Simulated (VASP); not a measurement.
# BaTiO3 in VASP: single point with PBEsol

Aim: the single point of BaTiO3 with PBEsol.

Program: VASP 6.6.1. These are calculated values, not measurements. Logs are shortened: lines on timing, memory, paths and dates and some standing lists are left out, and cuts for length are marked.

## 1. The cell of the first run

The cell holds a slab with vacuum, 30 atoms: a = 6.934 Å, b = 8.036 Å, c = 18.051 Å, α = 90.00°, β = 90.00°, γ = 125.29°.

## 2. Single point, PBEsol

Input file INCAR:

```
  ALGO = Normal
  EDIFF = 1E-6
  ENCUT = 520
  GGA = PS
  ISIF = 2
  ISMEAR = -1
  LASPH = True
  LCHARG = False
  LREAL = Auto
  LWAVE = False
  NBANDS = 141
  NELM = 80
  PREC = Accurate
  SIGMA = 0.02
```

Input file KPOINTS:

```
k-points
0
Gamma
  2 2 1
```

Input file POSCAR:

```
BaTiO3
1.0
    6.9337020000      0.0000000000      0.0000000000
   -4.6428310000      6.5586310000      0.0000000000
    0.0000000000      0.0000000000     18.0507260000
Ba Ti O
6 6 18
Direct
    0.0000000000      0.0000000000      0.0553994338
    1.0000003645      0.4999976367      0.0553994338
    0.4928333418      0.2525527050      0.2290600389
    0.5155986592      0.7504919853      0.2287442621
    0.9747981563      0.4632216693      0.4117285920
    0.9896583172      0.9958785606      0.3967208854
    0.4937457361      0.9906640578      0.0573439539
    0.4937450831      0.4906664211      0.0573439539
    1.0006168988      0.2398061425      0.2287221024
    0.9966564390      0.7232911868      0.2261127890
    0.4914129618      0.4933651550      0.3910202836
    0.4816139443      0.9839400936      0.3954633182
    0.7543393573      0.1331222934      0.1318007929
    0.4973511006      0.7527485538      0.0562193454
    0.2520956520      0.8730785434      0.1324988258
    0.7543400103      0.6331199301      0.1318007929
    0.4973504476      0.2527509171      0.0562193454
    0.2520847895      0.3730656596      0.1324988258
    0.2479869806      0.3645120453      0.2888360280
    0.9974375183      0.0039489948      0.1971776648
    0.7471664157      0.1046407398      0.2894454218
    0.2259209076      0.8499487164      0.2874178025
    1.0109416886      0.4937005909      0.1977704387
    0.7477526758      0.6199007079      0.2851408857
    0.7374901212      0.6079774880      0.4525635146
    0.4974570312      0.2347746046      0.3666057531
    0.2388256597      0.3619657822      0.4499486613
    0.7140885317      0.0966817618      0.4562918965
    0.4997992277      0.7383553062      0.3725556523
    0.2294146744      0.8500401989      0.4505746749
```

Potentials or basis: VASP PAW PBE potentials, release 64 (Ba_sv, Ti_sv, O).

Command:

```sh
$ cat potpaw_PBE.64/Ba_sv/POTCAR potpaw_PBE.64/Ti_sv/POTCAR potpaw_PBE.64/O/POTCAR > POTCAR
$ mpirun -np 1 vasp_std > vasp.out
```

OUTCAR:

```text
EDIFF = 1E-6
   ENCUT = 520
   GGA = PS
   ISIF = 2
   ISMEAR = -1
   LASPH = True
   LREAL = Auto
   NELM = 80
   PREC = Accurate

 ion  position               nearest neighbor table
   1  0.000  0.000  0.055-  20 2.56  16 2.77  17 2.81  18 2.81  13 2.84  15 2.84  14 2.84   8 3.42
                             7 3.47   7 3.47   8 3.53   9 3.67  10 3.79   2 4.02   2 4.02   4 4.16
   2  0.000  0.500  0.055-  23 2.57  13 2.77  14 2.81  15 2.82  16 2.84  18 2.84  17 2.84   7 3.42
                             8 3.47   8 3.47   7 3.53  10 3.57   9 3.76   1 4.02   1 4.02   3 4.25
   3  0.493  0.253  0.229-  26 2.49  19 2.57  24 2.61  22 2.84  21 2.85  20 2.86  18 2.94  23 2.99
                            15 3.04  13 3.05  16 3.05  17 3.12  10 3.35   9 3.35  11 3.51   9 3.58
   4  0.516  0.750  0.229-  21 2.57  24 2.58  29 2.60  19 2.75  22 2.77  20 2.79  23 2.91  16 2.91
                            18 3.03  13 3.06  15 3.07  14 3.12   9 3.39  10 3.47  10 3.48  11 3.53
   5  0.975  0.463  0.412-  27 2.49  28 2.54  25 2.61  30 2.63  26 2.82  29 3.06  21 3.23  19 3.30
                            12 3.38  11 3.47  11 3.52  12 3.60   9 3.81   6 3.83   6 4.23   3 4.29
   6  0.990  0.996  0.397-  27 2.59  28 2.69  30 2.71  25 2.74  29 2.81  26 2.93  21 3.01  19 3.11
                            24 3.18  22 3.19  12 3.47  11 3.47  12 3.47  11 3.48   9 3.59  10 3.80
   7  0.494  0.991  0.057-  15 1.93  14 1.93  13 2.00  17 2.09   2 3.42   1 3.47   1 3.47   2 3.53
                             4 3.70   3 3.75
   8  0.494  0.491  0.057-  17 1.93  18 1.93  16 2.00  14 2.09   1 3.42   2 3.47   2 3.47   1 3.53
                             3 3.64   4 3.69
   9  0.001  0.240  0.229-  19 1.77  21 1.81  20 1.97  23 2.08  13 2.24  18 2.25   3 3.35   4 3.39
                             4 3.56   3 3.58   6 3.59   1 3.67   2 3.76   5 3.81
  10  0.997  0.723  0.226-  22 1.71  24 1.77  23 1.97  16 2.20  15 2.23  20 2.31   3 3.35   4 3.47
                             4 3.48   2 3.57   3 3.61   1 3.79   6 3.80
  11  0.491  0.493  0.391-  27 1.78  25 1.78  29 1.96  26 2.15  19 2.30  24 2.40   6 3.47   5 3.47
                             6 3.48   3 3.51   5 3.52   4 3.53
  12  0.482  0.984  0.395-  28 1.71  30 1.74  26 2.02  29 2.09  22 2.43  21 2.44   5 3.38   6 3.47
                             6 3.47   5 3.60   4 3.63   3 3.67
  13  0.754  0.133  0.132-   7 2.00   9 2.24   2 2.77   1 2.84   3 3.05   4 3.06
  14  0.497  0.753  0.056-   7 1.93   8 2.09   2 2.81   1 2.84   4 3.12
  15  0.252  0.873  0.132-   7 1.93  10 2.23   2 2.82   1 2.84   3 3.04   4 3.07
  16  0.754  0.633  0.132-   8 2.00  10 2.20   1 2.77   2 2.84   4 2.91   3 3.05
  17  0.497  0.253  0.056-   8 1.93   7 2.09   1 2.81   2 2.84   3 3.12
  18  0.252  0.373  0.132-   8 1.93   9 2.25   1 2.81   2 2.84   3 2.94   4 3.03
  19  0.248  0.365  0.289-   9 1.77  11 2.30   3 2.57   4 2.75   6 3.11   5 3.30
  20  0.997  0.004  0.197-   9 1.97  10 2.31   1 2.56   4 2.79   3 2.86
  21  0.747  0.105  0.289-   9 1.81  12 2.44   4 2.57   3 2.85   6 3.01   5 3.23
  22  0.226  0.850  0.287-  10 1.71  12 2.43   4 2.77   3 2.84   6 3.19
  23  0.011  0.494  0.198-  10 1.97   9 2.08   2 2.57   4 2.91   3 2.99
  24  0.748  0.620  0.285-  10 1.77  11 2.40   4 2.58   3 2.61   6 3.18
  25  0.737  0.608  0.453-  11 1.78   5 2.61   6 2.74
  26  0.497  0.235  0.367-  12 2.02  11 2.15   3 2.49   5 2.82   6 2.93
  27  0.239  0.362  0.450-  11 1.78   5 2.49   6 2.59
  28  0.714  0.097  0.456-  12 1.71   5 2.54   6 2.69
  29  0.500  0.738  0.373-  11 1.96  12 2.09   4 2.60   6 2.81   5 3.06
  30  0.229  0.850  0.451-  12 1.74   5 2.63   6 2.71

  LATTYP: Found a simple monoclinic cell.
 ALAT       =     6.9337020000
 B/A-ratio  =     2.6033316690
 C/A-ratio  =     1.0019482046
 COS(beta)  =    -0.3297540899

  Lattice vectors:

 A1 = (   6.9337020000,   0.0000000000,   0.0000000000)
 A2 = (   0.0000000000,   0.0000000000,  18.0507260000)
 A3 = (  -2.2908710000,  -6.5586310000,   0.0000000000)

Analysis of symmetry for initial positions (statically):
=====================================================================
 Subroutine PRICEL returns:
 Original cell was already a primitive cell.

 Routine SETGRP: Setting up the symmetry group for a
 simple monoclinic supercell.

 Subroutine GETGRP returns: Found  1 space group operations
 (whereof  1 operations were pure point group operations)
 out of a pool of  4 trial point group operations.

The static configuration has the point symmetry C_1 .

Analysis of symmetry for dynamics (positions and initial velocities):
=====================================================================
 Subroutine PRICEL returns:
 Original cell was already a primitive cell.

 Routine SETGRP: Setting up the symmetry group for a
 simple monoclinic supercell.

 Subroutine GETGRP returns: Found  1 space group operations
 (whereof  1 operations were pure point group operations)
[... 95 lines left out ...]
 Generating k-lattice:

  Cartesian coordinates                     Fractional coordinates (reciprocal lattice)
     0.072111550  0.051047504  0.000000000     0.500000000 -0.000000000  0.000000000
     0.000000000  0.076235422  0.000000000     0.000000000  0.500000000  0.000000000
     0.000000000  0.000000000  0.055399434     0.000000000  0.000000000  1.000000000

  Length of vectors
     0.088351136  0.076235422  0.055399434

  Shift w.r.t. Gamma in fractional coordinates (k-lattice)
     0.000000000  0.000000000  0.000000000

 Subroutine IBZKPT returns following result:
 ===========================================

 Found      4 irreducible k-points:

 Following reciprocal coordinates:
            Coordinates               Weight
  0.000000  0.000000  0.000000      1.000000
  0.500000  0.000000  0.000000      1.000000
  0.000000  0.500000  0.000000      1.000000
  0.500000  0.500000  0.000000      1.000000
   k-points           NKPTS =      4   k-points in BZ     NKDIM =      4   number of bands    NBANDS=    141
   number of dos      NEDOS =    301   number of ions     NIONS =     30
   total plane-waves  NPLWV = 453600
   dimension x,y,z NGX =    54 NGY =   60 NGZ =  140
   dimension x,y,z NGXF=   108 NGYF=  120 NGZF=  280
   ions per type =               6   6  18
   NGX,Y,Z   is equivalent  to a cutoff of  12.95, 12.41, 12.89 a.u.
   NGXF,Y,Z  is equivalent  to a cutoff of  25.89, 24.83, 25.79 a.u.
 SYSTEM =  unknown system
   PREC   = accura    normal or accurate (medium, high low for compatibility)
   ISTART =      0    job   : 0-new  1-cont  2-samecut
   ICHARG =      2    charge: 1-file 2-atom 10-const
   ISPIN  =      1    spin polarized calculation?
   LNONCOLLINEAR =      F non collinear calculations
   LSORBIT =      F    spin-orbit coupling
   LASPH  =      T    aspherical Exc in radial PAW
   ENCUT  =  520.0 eV  38.22 Ry    6.18 a.u.  12.89 14.94 33.56*2*pi/ulx,y,z
   NELM   =     80;   NELMIN=  2; NELMDL= -5     # of ELM steps
   EDIFF  = 0.1E-05   stopping-criterion for ELM
   LREAL  =      T    real-space projection
   EDIFFG = 0.1E-04   stopping-criterion for IOM
   NSW    =      0    number of steps for IOM
   IBRION =     -1    ionic relax: 0-MD 1-quasi-New 2-CG
   NFREE  =      0    steps in history (QN), initial steepest desc. (CG)
   ISIF   =      2    stress and relaxation
   ISYM   =      2    0-nonsym 1-usesym 2-fastsym
   POTIM  = 0.5000    time-step for ionic-motion
   TEBEG  =    0.0;   TEEND  =   0.0 temperature during run
   PSTRESS=    0.0 pullay stress
   NELECT =     240.0000    total number of electrons
   NUPDOWN=      -1.0000    fix difference up-down
   EMIN   =  10.00;   EMAX   =-10.00  energy-range for DOS
   EFERMI =   0.00;   METHOD = LEGACY
   ISMEAR =    -1;   SIGMA  =   0.02  broadening in eV -4-tet -1-fermi 0-gaus
   EFERMI_NEDOS =   21; number of points for ismear=-14 and -15
   IALGO  =     38    algorithm
   IMIX   =      4    mixing-type and parameters
     AMIX     =   0.40;   BMIX     =  1.00
     AMIX_MAG =   1.60;   BMIX_MAG =  1.00
  volume/ion in A,a.u.               =      27.36       184.65
  Fermi-wavevector in a.u.,A,eV,Ry     =   1.086561  2.053303 16.063248  1.180615
  Thomas-Fermi vector in A             =   2.222701
   LORBIT       =      0    0 simple, 1 ext, 2 COOP (PROOUT), +10 PAW based schemes
   GGA     = PS    functional components
   LHFCALC =     F    Hartree Fock is set to
   AEXX    =    0.0000 exact exchange contribution
   IVDW    =     0    specifies the selected vdW correction
   LEPSILON=     F    determine dielectric tensor
   LRPA    =     F    only Hartree local field effects (RPA)
 non-spin polarized calculation
  energy-cutoff  :      520.00
  volume of cell :      820.87
 maximum number of plane-waves:     22128
 NGX is ok and might be reduce to    54
   NGX = 25   NGY = 29   NGZ = 67

 number of electron     240.0000006 magnetization

 Free energy of the ion-electron system (eV)
  ---------------------------------------------------
  ext. energy  EPLUGINS =         0.00000000
  ---------------------------------------------------
  free energy    TOTEN  =      -236.65563256 eV

  energy without entropy =     -236.60921207  energy(sigma->0) =     -236.63242232

 E-fermi :  -0.2033     XC(G=0):  -6.4120

 val. band max:       -0.2104430017   @ k =   0.0000   0.0000   0.0000
 cond. band min:      -0.1934812131   @ k =   0.5000   0.5000   0.0000
 fundamental gap:      0.0169617885
 Fermi energy:        -0.2032721975

 k-point     1 :       0.0000    0.0000    0.0000
  band No.  band energies     occupation
      1     -58.6343      2.00000
      2     -58.6291      2.00000
      3     -56.4522      2.00000
      4     -56.3712      2.00000
      5     -55.3423      2.00000
      6     -55.0344      2.00000
[... 529 lines left out ...]
    131       2.4316      0.00000
    132       2.4375      0.00000
 [bands above 132 left out]

------------------------ aborting loop because EDIFF is reached ----------------------------------------

  FORCE on cell =-STRESS in cart. coord.  units (eV):
  Direction    XX          YY          ZZ          XY          YZ          ZX
  --------------------------------------------------------------------------------------
  -------------------------------------------------------------------------------------
  Total        1.7373118     -5.1419207    -17.9541117      7.5934824      2.8655214      2.0274817
  in kB        3.3909025    -10.0360522    -35.0430147     14.8210348      5.5929534      3.9572591
  external PRESSURE =     -13.8960548 kB  Pullay stress =       0.0000000 kB

 VOLUME and BASIS-vectors are now :
 -----------------------------------------------------------------------------
  energy-cutoff  :      520.00
  volume of cell :      820.87
      direct lattice vectors                 reciprocal lattice vectors
     6.933702000  0.000000000  0.000000000     0.144223100  0.102095008  0.000000000
    -4.642831000  6.558631000  0.000000000     0.000000000  0.152470843  0.000000000
     0.000000000  0.000000000 18.050726000     0.000000000  0.000000000  0.055399434

 POSITION                                       TOTAL-FORCE (eV/Angst)
 -----------------------------------------------------------------------------------
      0.00000      0.00000      1.00000        -0.112091     -0.106680      2.228900
     -2.32140      3.27930      1.00000        -0.025574     -0.197655      2.073411
      2.24460      1.65640      4.13470         0.789707     -1.004214     -0.365091
      0.09060      4.92220      4.12900        -0.596092     -0.225351     -0.173717
      4.60830      3.03810      7.43200        -0.473950      0.890274      0.037575
      2.23830      6.53160      7.16110         0.274484     -0.671055      0.648176
[... 22 lines left out ...]
      0.03740      4.84260      6.72490        -0.162399     -0.187533     -0.143767
     -2.35590      5.57510      8.13320        -0.320106      0.097947      0.108125
 -----------------------------------------------------------------------------------
    total drift:                                0.017888      0.017206     -0.017425

  FREE ENERGIE OF THE ION-ELECTRON SYSTEM (eV)
  ---------------------------------------------------
  free  energy   TOTEN  =      -236.6556325609 eV

  energy  without entropy=     -236.6092120743  energy(sigma->0) =     -236.63242232
```

Wall time 41 min (1 thread of Intel Xeon Platinum 8375C at 2.90GHz (Ice Lake), shared host); peak memory 1 GiB.

What came out:

| Property | Result |
| --- | --- |
| Free energy | -236.6556 eV |
| Largest force | 7.397 eV/Å |
| Band gap on the k mesh | 0.02 eV, indirect (least direct gap 0.04 eV) |

Forces in eV/Å, atoms in the order of the input:
```
Ba  -0.112 -0.107  2.229
Ba  -0.026 -0.198  2.073
Ba   0.790 -1.004 -0.365
Ba  -0.596 -0.225 -0.174
Ba  -0.474  0.890  0.038
Ba   0.274 -0.671  0.648
Ti   0.164  0.237  7.391
Ti  -0.064  0.041  7.158
Ti  -0.730 -0.430 -0.323
Ti  -0.487  0.245 -0.872
Ti   0.224  0.148  0.530
Ti  -0.261 -0.549 -1.341
O   -1.454 -1.267 -3.902
O    0.050  0.013 -2.117
O    1.223  0.999 -3.747
O   -1.129 -1.279 -3.797
O    0.016  0.082 -2.129
O    1.492  1.155 -3.904
O   -0.359 -0.002  0.360
O    0.254  0.073  0.282
O    0.411  1.011 -0.148
O    0.771  0.751  0.791
O   -0.523  0.071  0.428
O    0.266 -0.176  0.439
O   -0.440 -0.260 -0.547
O   -0.286  0.071  0.605
O    0.747  0.156 -0.224
O    0.742  0.318  0.651
O   -0.162 -0.188 -0.144
O   -0.320  0.098  0.108
```

Caveat: the k points lie up to 0.56 Å⁻¹ apart; the PAW data sets were made with another functional, which shifts forces and pressure a little; spin-orbit coupling is left out, which moves the levels of the heavy elements.
